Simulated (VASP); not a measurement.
Here is a VASP 6.6.1 calculation.

Contents of INCAR:

```
SYSTEM = K2Ge
PREC = Accurate ; ENCUT = 600
EDIFF = 1E-6 ; ISMEAR = 0
SIGMA = 0.1 ; LREAL = .FALSE.
LASPH = .TRUE. ; NELM = 80
ALGO = Normal ; ISIF = 3
LWAVE = .FALSE. ; LCHARG = .FALSE.
GGA = PE ; IBRION = 2
NSW = 90 ; EDIFFG = -0.04
```

KPOINTS

```
Automatic mesh
0
G
  4 4 4
  0 0 0
```

File POSCAR:

```
K2Ge
1.0
    3.9386178200      0.0000000000      0.0000000000
    0.0000000000      3.9386178200      0.0000000000
    0.0000000000      0.0000000000      3.7774824600
K Ge
2 1
Direct
    0.5000000000      0.5000000000      0.5000000000
    0.0000000000      0.0000000000      0.5000000000
    0.0000000000      0.0000000000      0.0000000000
```

Potentials or basis: VASP PAW PBE potentials, release 64 (K_sv, Ge_d).

Command:

```bash
$ cat potpaw_PBE.64/K_sv/POTCAR potpaw_PBE.64/Ge_d/POTCAR > POTCAR
$ mpirun -np 1 vasp_std > vasp.out
```

(1) Predict the relaxed cell.

(2) What does it give for the space group after relaxing (to 0.05 Å)?

Results:

(1) a = 5.231 Å, b = 5.231 Å, c = 5.923 Å, α = 90.00°, β = 90.00°, γ = 90.00°.

(2) P4/mmm (No. 123).

Caveat: the k points lie up to 0.30 Å⁻¹ apart in the final cell.
